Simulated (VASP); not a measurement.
Set up this calculation in VASP 6.6.1, as the native input.

```yaml
Task: single point
Functional: PBEsol
Potentials_or_basis: VASP PAW PBE potentials, release 64 (Cu)
Cutoff: 520 eV
k_mesh: 12 × 12 × 3
Occupations: fermi-dirac, width 0.1 eV
Spin: no spin polarisation
Dipole_correction: no
Further_INCAR_settings: ALGO = Normal; EDIFF = 1e-07; NBANDS = 30
```

The structure of Cu lies in POSCAR:

```
Cu
1.0
    2.5307600000      0.0000000000      0.0000000000
   -1.2653800000      2.1917100000      0.0000000000
    0.0000000000      0.0000000000      8.2618200000
Cu
4
Direct
    0.0000000000      0.0000000000      0.0000000000
    0.3333333333      0.6666666667      0.2500000000
    0.0000000000      0.0000000000      0.5000000000
    0.6666666667      0.3333333333      0.7500000000
```

The input as run:

INCAR

```
PREC     = Accurate       # precision mode
ENCUT    = 520            # plane-wave cutoff, eV
EDIFF    = 1E-7           # SCF threshold, eV
ISMEAR   = -1             # smearing method
SIGMA    = 0.1            # smearing width, eV
LREAL    = F              # projectors in reciprocal space
LASPH    = T              # aspherical terms in the spheres
NELM     = 100            # most SCF steps
ALGO     = Normal         # electronic algorithm
ISIF     = 2              # what is computed and relaxed
LWAVE    = F              # write WAVECAR
LCHARG   = F              # write CHGCAR
GGA      = PS             # functional
NBANDS   = 30             # bands
```

KPOINTS

```
regular mesh
0
Gamma
  12 12 3
```

Potentials or basis: VASP PAW PBE potentials, release 64 (Cu).

The run is started by

```sh
$ cat potpaw_PBE.64/Cu/POTCAR > POTCAR
$ mpirun -np 1 vasp_std > vasp.out
```

Results of the run:

```yaml
Pressure: -1.2 GPa
Band_gap_on_the_k_mesh: zero (band 22 reaches 11.12 eV, above the bottom of band 23 at 6.02 eV)
```

Caveat: the PAW data sets were made with another functional, which shifts forces and pressure a little.

Run time: 25 s on 1 thread of Intel(R) Xeon(R) 6975P-C (Granite Rapids), with other jobs on the host, peak memory 0.17 GiB.
